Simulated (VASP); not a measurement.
# LiF (P6_3mc) in VASP: notebook

Runs on LiF. Level: PBE. Tasks: single point.

Everything below comes from runs of VASP 6.6.1. Logs are shortened: lines on timing, memory, paths and dates and some standing lists are left out, and cuts for length are marked.

**1. The cell of the first run**

It takes space group P6_3mc (No. 186, hexagonal). The conventional cell has a = 3.379 Å, b = 3.379 Å, c = 4.697 Å, α = 90.00°, β = 90.00°, γ = 120.00°. Within 2.4 Å of Li (site symmetry 3m) lie 4 F at 1.82 to 2.02 Å. F (site symmetry 3m) has 4 Li at 1.82 to 2.02 Å within 2.4 Å.

**2. Single point, PBE (volume 11.615 Å^3 an atom, c/a of the conventional cell 1.3900)**

Input file INCAR:

```
SYSTEM = LiF
  ALGO = Normal
  EDIFF = 1E-7
  ENCUT = 520
  GGA = PE
  ISIF = 2
  ISMEAR = 0
  LASPH = .TRUE.
  LCHARG = .TRUE.
  LELF = .TRUE.
  LREAL = .FALSE.
  LVHAR = .TRUE.
  LWAVE = .FALSE.
  NBANDS = 18
  NELM = 100
  PREC = Accurate
  SIGMA = 0.05
```

Input file KPOINTS:

```
k-points
0
G
  9 9 6
  0 0 0
```

Input file POSCAR:

```
LiF
1.0
    3.3794388403      0.0000000000      0.0000000000
   -1.6897194201      2.9266798863      0.0000000000
    0.0000000000      0.0000000000      4.6974199881
Li F
2 2
Direct
    0.3333333333      0.6666666667      0.3810713234
    0.6666666667      0.3333333333      0.8810713234
    0.3333333333      0.6666666667      0.9939266766
    0.6666666667      0.3333333333      0.4939266766
```

Potentials or basis: VASP PAW PBE potentials, release 64 (Li_sv, F).

Started as:

```
$ cat potpaw_PBE.64/Li_sv/POTCAR potpaw_PBE.64/F/POTCAR > POTCAR
$ mpirun -np 1 vasp_std > vasp.out
```

OUTCAR:

```text
SYSTEM = LiF
   EDIFF = 1E-7
   ENCUT = 520
   GGA = PE
   ISIF = 2
   ISMEAR = 0
   LASPH = .TRUE.
   LREAL = .FALSE.
   NELM = 100
   PREC = Accurate

 ion  position               nearest neighbor table
   1  0.333  0.667  0.381-   3 1.82   4 2.02   4 2.02   4 2.02
   2  0.667  0.333  0.881-   4 1.82   3 2.02   3 2.02   3 2.02
   3  0.333  0.667  0.994-   1 1.82   2 2.02   2 2.02   2 2.02
   4  0.667  0.333  0.494-   2 1.82   1 2.02   1 2.02   1 2.02

  LATTYP: Found a hexagonal cell.
 ALAT       =     3.3794388403
 C/A-ratio  =     1.3900000000

  Lattice vectors:

 A1 = (   3.3794388403,   0.0000000000,   0.0000000000)
 A2 = (  -1.6897194201,   2.9266798863,   0.0000000000)
 A3 = (   0.0000000000,   0.0000000000,   4.6974199881)

Analysis of symmetry for initial positions (statically):
=====================================================================
 Subroutine PRICEL returns:
 Original cell was already a primitive cell.

 Routine SETGRP: Setting up the symmetry group for a
 hexagonal supercell.

 Subroutine GETGRP returns: Found 12 space group operations
 (whereof  6 operations were pure point group operations)
 out of a pool of 24 trial point group operations.

The static configuration has the point symmetry C_3v.
 The point group associated with its full space group is C_6v.

Analysis of symmetry for dynamics (positions and initial velocities):
=====================================================================
 Subroutine PRICEL returns:
 Original cell was already a primitive cell.

 Routine SETGRP: Setting up the symmetry group for a
 hexagonal supercell.

 Subroutine GETGRP returns: Found 12 space group operations
 (whereof  6 operations were pure point group operations)
 out of a pool of 24 trial point group operations.

The dynamic configuration has the point symmetry C_3v.
 The point group associated with its full space group is C_6v.

 Subroutine INISYM returns: Found 12 space group operations
 (whereof  6 operations are pure point group operations),
 and found     1 'primitive' translations

----------------------------------------------------------------------------------------

                                     Primitive cell

  volume of cell :      46.4600

  direct lattice vectors                    reciprocal lattice vectors
     3.379438840  0.000000000  0.000000000     0.295907116  0.170842053  0.000000000
    -1.689719420  2.926679886  0.000000000     0.000000000  0.341684106  0.000000000
     0.000000000  0.000000000  4.697419988     0.000000000  0.000000000  0.212882817

  length of vectors
     3.379438840  3.379438840  4.697419988     0.341684106  0.341684106  0.212882817

  position of ions in fractional coordinates (direct lattice)
     0.333333333  0.666666667  0.381071323
     0.666666667  0.333333333  0.881071323
     0.333333333  0.666666667  0.993926677
     0.666666667  0.333333333  0.493926677

  ion indices of the primitive-cell ions
   primitive index   ion index
                 1           1
                 2           2
                 3           3
                 4           4

----------------------------------------------------------------------------------------

 KPOINTS: k-points

Automatic generation of k-mesh.
 Grid dimensions read from file:
 generate k-points for:    9    9    6

 Generating k-lattice:

  Cartesian coordinates                     Fractional coordinates (reciprocal lattice)
     0.032878568  0.018982450  0.000000000     0.111111111  0.000000000  0.000000000
     0.000000000  0.037964901  0.000000000     0.000000000  0.111111111  0.000000000
     0.000000000  0.000000000  0.035480470     0.000000000  0.000000000  0.166666667

  Length of vectors
     0.037964901  0.037964901  0.035480470

  Shift w.r.t. Gamma in fractional coordinates (k-lattice)
     0.000000000  0.000000000  0.000000000

 Subroutine IBZKPT returns following result:
 ===========================================

 Found     48 irreducible k-points:

 Following reciprocal coordinates:
            Coordinates               Weight
[... 42 lines left out ...]
  ---------------------------------------------------
  ext. energy  EPLUGINS =         0.00000000
  ---------------------------------------------------
  free energy    TOTEN  =       -19.13764951 eV

  energy without entropy =      -19.13764951  energy(sigma->0) =      -19.13764951

 E-fermi :  -2.6915     XC(G=0):  -8.1506

 val. band max:       -3.0676476735   @ k =   0.0000   0.0000   0.0000
 cond. band min:       3.8896961037   @ k =   0.0000   0.0000   0.0000
 fundamental gap:      6.9573437772
 Fermi energy:        -2.6915341893

 k-point     1 :       0.0000    0.0000    0.0000
  band No.  band energies     occupation
      1     -44.0397      2.00000
      2     -44.0102      2.00000
      3     -22.3197      2.00000
      4     -22.0822      2.00000
      5      -4.8676      2.00000
      6      -3.6418      2.00000
[... 10 lines left out ...]
     17      14.3951      0.00000
     18      17.7547      0.00000

 k-point     2 :       0.1111    0.0000    0.0000
  band No.  band energies     occupation
      1     -44.0381      2.00000
      2     -44.0102      2.00000
      3     -22.3078      2.00000
      4     -22.0831      2.00000
      5      -4.8179      2.00000
      6      -3.7256      2.00000
[... 10 lines left out ...]
     17      14.5980      0.00000
     18      16.7243      0.00000

 k-point     3 :       0.2222    0.0000    0.0000
  band No.  band energies     occupation
      1     -44.0338      2.00000
      2     -44.0105      2.00000
      3     -22.2754      2.00000
      4     -22.0877      2.00000
      5      -4.6896      2.00000
      6      -3.9682      2.00000
[... 10 lines left out ...]
     17      14.8438      0.00000
     18      15.3284      0.00000

 k-point     4 :       0.3333    0.0000    0.0000
  band No.  band energies     occupation
      1     -44.0284      2.00000
      2     -44.0115      2.00000
      3     -22.2330      2.00000
      4     -22.0983      2.00000
      5      -4.6028      2.00000
      6      -4.1721      2.00000
[... 375 lines left out ...]
      4     -22.1145      2.00000
      5      -4.4837      2.00000
      6      -4.4405      2.00000
[... 10 lines left out ...]
     17      15.0514      0.00000
     18      15.9784      0.00000

 k-point    23 :       0.3333    0.2222    0.1667
  band No.  band energies     occupation
      1     -44.0206      2.00000
      2     -44.0149      2.00000
      3     -22.1736      2.00000
      4     -22.1290      2.00000
      5      -4.6642      2.00000
      6      -4.2863      2.00000
[... 10 lines left out ...]
     17      14.7901      0.00000
     18      15.9533      0.00000

 k-point    24 :       0.3333    0.3333    0.1667
  band No.  band energies     occupation
      1     -44.0174      2.00000
      2     -44.0174      2.00000
      3     -22.1486      2.00000
      4     -22.1486      2.00000
      5      -4.7008      2.00000
      6      -4.1703      2.00000
[... 10 lines left out ...]
     17      14.5637      0.00000
     18      16.0229      0.00000

 [... further k-points ...]
[... 5 lines left out ...]
  --------------------------------------------------------------------------------------
  -------------------------------------------------------------------------------------
  Total       -1.9485732     -1.9485732      0.2111984     -0.0000000     -0.0000000      0.0000000
  in kB      -67.1967240    -67.1967240      7.2831976     -0.0000000     -0.0000000      0.0000000
  external PRESSURE =     -42.3700835 kB  Pullay stress =       0.0000000 kB

 VOLUME and BASIS-vectors are now :
 -----------------------------------------------------------------------------
  energy-cutoff  :      520.00
  volume of cell :       46.46
      direct lattice vectors                 reciprocal lattice vectors
     3.379438840  0.000000000  0.000000000     0.295907116  0.170842053  0.000000000
    -1.689719420  2.926679886  0.000000000     0.000000000  0.341684106  0.000000000
     0.000000000  0.000000000  4.697419988     0.000000000  0.000000000  0.212882817

 POSITION                                       TOTAL-FORCE (eV/Angst)
 -----------------------------------------------------------------------------------
     -0.00000      1.95112      1.79005        -0.000000      0.000000      0.334813
      1.68972      0.97556      4.13876         0.000000     -0.000000      0.334813
     -0.00000      1.95112      4.66889         0.000000     -0.000000     -0.334813
      1.68972      0.97556      2.32018        -0.000000     -0.000000     -0.334813
 -----------------------------------------------------------------------------------
    total drift:                                0.000000      0.000000     -0.006347

  FREE ENERGIE OF THE ION-ELECTRON SYSTEM (eV)
  ---------------------------------------------------
  free  energy   TOTEN  =       -19.1376495117 eV

  energy  without entropy=      -19.1376495117  energy(sigma->0) =      -19.13764951
```

It took 88 s on 1 thread of AMD EPYC 7R43 (Zen 3), shared host; peak memory 0.14 GiB.

Results:

```
Free energy            : -19.1376 eV
Largest force          : 0.335 eV/Å
Band gap on the k mesh : 6.96 eV, direct
```

Forces on the atoms (eV/Å):
```
Li   0.000  0.000  0.335
Li   0.000  0.000  0.335
F    0.000  0.000 -0.335
F    0.000  0.000 -0.335
```

Levels at points of the mesh, in eV from the valence-band top:
```tsv
k point	band 6	band 7	band 8	band 9	band 10	band 11	band 12	band 13	band 14	band 15
(0.00, 0.00, 0.00)	-0.57	-0.57	-0.17	-0.17	0.00	6.96	11.70	14.45	16.49	16.49
(0.00, 0.00, 0.50)	-0.92	-0.37	-0.37	-0.37	-0.37	8.71	8.71	16.68	16.68	16.68
```

Caveat: the cutoff is under 1.25 times the usual one of these potentials, so pressure, stress and relaxed cells hold a basis-set (Pulay) error. A k mesh can miss the band edges.

**3. Single point, PBE (volume 11.615 Å^3 an atom, c/a of the conventional cell 1.4764)**

Input file INCAR:

```
SYSTEM = LiF
PREC = Accurate ; ENCUT = 520
EDIFF = 1E-6 ; ISMEAR = 0
SIGMA = 0.05 ; LREAL = .FALSE.
LASPH = .TRUE. ; NELM = 80
ALGO = Normal ; ISIF = 2
LWAVE = .FALSE. ; LCHARG = .TRUE.
GGA = PE ; LELF = .TRUE.
LVHAR = .TRUE. ; NBANDS = 18
```

Input file KPOINTS:

```
regular mesh
0
G
  9 9 6
  0 0 0
```

Input file POSCAR:

```
LiF
1.0
    3.3121869807      0.0000000000      0.0000000000
   -1.6560934903      2.8684380674      0.0000000000
    0.0000000000      0.0000000000      4.8901128584
Li F
2 2
Direct
    0.3333333333      0.6666666667      0.3810713234
    0.6666666667      0.3333333333      0.8810713234
    0.3333333333      0.6666666667      0.9939266766
    0.6666666667      0.3333333333      0.4939266766
```

Potentials or basis: VASP PAW PBE potentials, release 64 (Li_sv, F).

Started as:

```
$ cat potpaw_PBE.64/Li_sv/POTCAR potpaw_PBE.64/F/POTCAR > POTCAR
$ mpirun -np 1 vasp_std > vasp.out
```

Wall time 67 s (1 thread of AMD EPYC 7R43 (Zen 3), shared host); peak memory 0.15 GiB.

It converged, with:

- Free energy: -19.2020 eV
- Largest force: 0.111 eV/Å
- Band gap on the k mesh: 6.99 eV, direct

Forces on the atoms (eV/Å):
```
Li   0.000  0.000  0.111
Li   0.000  0.000  0.111
F    0.000  0.000 -0.111
F    0.000  0.000 -0.111
```

Levels at points of the mesh, in eV from the valence-band top:
| k point | band 6 | band 7 | band 8 | band 9 | band 10 | band 11 | band 12 | band 13 | band 14 | band 15 |
| --- | --- | --- | --- | --- | --- | --- | --- | --- | --- | --- |
| (0.00, 0.00, 0.00) | -0.49 | -0.49 | -0.16 | -0.16 | 0.00 | 6.99 | 11.38 | 14.09 | 16.90 | 16.90 |
| (0.00, 0.00, 0.50) | -0.93 | -0.33 | -0.33 | -0.33 | -0.33 | 8.65 | 8.65 | 16.79 | 16.79 | 17.10 |

Caveat: the cutoff is under 1.25 times the usual one of these potentials, so pressure, stress and relaxed cells hold a basis-set (Pulay) error.

**4. Single point, PBE (volume 11.615 Å^3 an atom, c/a of the conventional cell 1.7691)**

Input file INCAR:

```
ALGO     = Normal         # electronic algorithm
EDIFF    = 1E-7           # SCF threshold, eV
ENCUT    = 520            # plane-wave cutoff, eV
GGA      = PE             # functional
ISIF     = 2              # what is computed and relaxed
ISMEAR   = 0              # smearing method
LASPH    = True           # aspherical terms in the spheres
LCHARG   = False          # write CHGCAR
LREAL    = False          # projectors in reciprocal space
LWAVE    = False          # write WAVECAR
NBANDS   = 18             # bands
NELM     = 60             # most SCF steps
PREC     = Accurate       # precision mode
SIGMA    = 0.05           # smearing width, eV
```

Input file KPOINTS:

```
k-points
0
Gamma
  9 9 6
```

Input file POSCAR:

```
LiF
1.0
    3.1184017375      0.0000000000      0.0000000000
   -1.5592008687      2.7006151239      0.0000000000
    0.0000000000      0.0000000000      5.5167645139
Li F
2 2
Direct
    0.3333333333      0.6666666667      0.3810713234
    0.6666666667      0.3333333333      0.8810713234
    0.3333333333      0.6666666667      0.9939266766
    0.6666666667      0.3333333333      0.4939266766
```

Started as:

```
$ cat potpaw_PBE.64/Li_sv/POTCAR potpaw_PBE.64/F/POTCAR > POTCAR
$ mpirun -np 1 vasp_std > vasp.out
```

Run time: 56 s. Hardware: 1 thread of AMD EPYC 7R43 (Zen 3), shared host; peak memory 0.13 GiB.

Results (log left out):

```
Free energy            : -19.1574 eV
Largest force          : 0.079 eV/Å
Band gap on the k mesh : 7.06 eV, direct
```

Forces on the atoms (eV/Å):
```
Li   0.000  0.000 -0.079
Li   0.000  0.000 -0.079
F    0.000  0.000  0.079
F    0.000  0.000  0.079
```

Levels at points of the mesh, in eV from the valence-band top:
```tsv
k point	band 8	band 9	band 10	band 11	band 12	band 13
(0.00, 0.00, 0.00)	-0.06	0.00	0.00	7.06	10.59	13.32
(0.00, 0.00, 0.50)	-0.07	-0.07	-0.07	8.51	8.51	15.42
```

Caveat: the cutoff is under 1.25 times the usual one of these potentials, so pressure, stress and relaxed cells hold a basis-set (Pulay) error. A k mesh can miss the band edges.

**5. Single point, PBE (volume 11.615 Å^3 an atom, c/a of the conventional cell 1.6161)**

Input file INCAR:

```
SYSTEM = LiF
PREC = Accurate
ENCUT = 520
EDIFF = 1E-6
ISMEAR = 0
SIGMA = 0.05
LREAL = .False.
LASPH = .True.
NELM = 60
ALGO = Normal
ISIF = 2
LWAVE = .False.
LCHARG = .True.
GGA = PE
LELF = .True.
LVHAR = .True.
NBANDS = 18
```

Input file KPOINTS:

```
regular mesh
0
Gamma
  9 9 6
  0 0 0
```

Input file POSCAR:

```
LiF
1.0
    3.2138587181      0.0000000000      0.0000000000
   -1.6069293590      2.7832832940      0.0000000000
    0.0000000000      0.0000000000      5.1939170743
Li F
2 2
Direct
    0.3333333333      0.6666666667      0.3810713234
    0.6666666667      0.3333333333      0.8810713234
    0.3333333333      0.6666666667      0.9939266766
    0.6666666667      0.3333333333      0.4939266766
```

Started as:

```
$ cat potpaw_PBE.64/Li_sv/POTCAR potpaw_PBE.64/F/POTCAR > POTCAR
$ mpirun -np 1 vasp_std > vasp.out
```

It took 43 s on 1 thread of AMD EPYC 7R43 (Zen 3), shared host; peak memory 0.14 GiB.

The run converged. Its results:

- Free energy: -19.2216 eV
- Largest force: 0.052 eV/Å
- Band gap on the k mesh: 7.06 eV, direct

Forces on the atoms (eV/Å):
```
Li   0.000  0.000 -0.052
Li   0.000  0.000 -0.052
F    0.000  0.000  0.052
F    0.000  0.000  0.052
```

Levels at points of the mesh, in eV from the valence-band top:
```csv
k point,band 7,band 8,band 9,band 10,band 11,band 12,band 13,band 14
"(0.00, 0.00, 0.00)",-0.31,-0.09,-0.09,0.00,7.06,10.98,13.67,17.61
"(0.00, 0.00, 0.50)",-0.20,-0.20,-0.20,-0.20,8.60,8.60,16.08,16.08
```

Caveat: the cutoff is under 1.25 times the usual one of these potentials, so pressure, stress and relaxed cells hold a basis-set (Pulay) error. A k mesh can miss the band edges.

**6. Single point, PBE (volume 11.615 Å^3 an atom, c/a of the conventional cell 1.7166)**

Input file INCAR:

```
PREC     = Accurate       # precision mode
ENCUT    = 520            # plane-wave cutoff, eV
EDIFF    = 1E-7           # SCF threshold, eV
ISMEAR   = 0              # smearing method
SIGMA    = 0.05           # smearing width, eV
LREAL    = F              # projectors in reciprocal space
LASPH    = T              # aspherical terms in the spheres
NELM     = 60             # most SCF steps
ALGO     = Normal         # electronic algorithm
ISIF     = 2              # what is computed and relaxed
LWAVE    = F              # write WAVECAR
LCHARG   = T              # write CHGCAR
GGA      = PE             # functional
LELF     = T              # ELF
LVHAR    = T            
NBANDS   = 18             # bands
```

Input file KPOINTS:

```
regular mesh
0
Gamma
  9 9 6
```

Input file POSCAR:

```
LiF
1.0
    3.1498738080      0.0000000000      0.0000000000
   -1.5749369040      2.7278707365      0.0000000000
    0.0000000000      0.0000000000      5.4070733788
Li F
2 2
Direct
    0.3333333333      0.6666666667      0.3810713234
    0.6666666667      0.3333333333      0.8810713234
    0.3333333333      0.6666666667      0.9939266766
    0.6666666667      0.3333333333      0.4939266766
```

Potentials or basis: VASP PAW PBE potentials, release 64 (Li_sv, F).

Started as:

```
$ cat potpaw_PBE.64/Li_sv/POTCAR potpaw_PBE.64/F/POTCAR > POTCAR
$ mpirun -np 1 vasp_std > vasp.out
```

Wall time 50 s (1 thread of AMD EPYC 7R43 (Zen 3), shared host); peak memory 0.13 GiB.

It converged, with:

| Property | Result |
| --- | --- |
| Free energy | -19.1878 eV |
| Largest force | 0.082 eV/Å |
| Band gap on the k mesh | 7.10 eV, direct |

Forces on the atoms (eV/Å):
```
Li   0.000  0.000 -0.082
Li   0.000  0.000 -0.082
F    0.000  0.000  0.082
F    0.000  0.000  0.082
```

Levels at points of the mesh, in eV from the valence-band top:
```
           k point  band 7  band 8  band 9  band 10  band 11  band 12  band 13  band 14
(0.00, 0.00, 0.00)   -0.17    0.00    0.00     0.00     7.10    10.76    13.46    17.68
(0.00, 0.00, 0.50)   -0.08   -0.08   -0.08    -0.08     8.58     8.58    15.66    15.66
```

Caveat: the cutoff is under 1.25 times the usual one of these potentials, so pressure, stress and relaxed cells hold a basis-set (Pulay) error. A k mesh can miss the band edges.

**7. Overview**

| cell | gap on the mesh (eV) | largest force (eV/Å) |
| --- | --- | --- |
| a = 3.379, b = 3.379, c = 4.697 Å, angles 90.0, 90.0, 120.0°, 4 atoms | 6.96 | 0.33 |
| a = 3.312, b = 3.312, c = 4.890 Å, angles 90.0, 90.0, 120.0°, 4 atoms | 6.99 | 0.11 |
| a = 3.118, b = 3.118, c = 5.517 Å, angles 90.0, 90.0, 120.0°, 4 atoms | 7.06 | 0.08 |
| a = 3.214, b = 3.214, c = 5.194 Å, angles 90.0, 90.0, 120.0°, 4 atoms | 7.06 | 0.05 |
| a = 3.150, b = 3.150, c = 5.407 Å, angles 90.0, 90.0, 120.0°, 4 atoms | 7.10 | 0.08 |

Alike in all rows: task single point; level PBE; potentials or basis VASP PAW PBE potentials, release 64 (Li_sv, F); no spin polarisation; k mesh 9 × 9 × 6; cutoff (eV) 520; smearing gaussian 0.05 eV.

Caveats: the cutoff is under 1.25 times the usual one of these potentials, so pressure, stress and relaxed cells hold a basis-set (Pulay) error.

Absolute energies hang on the potentials; compare differences alone.
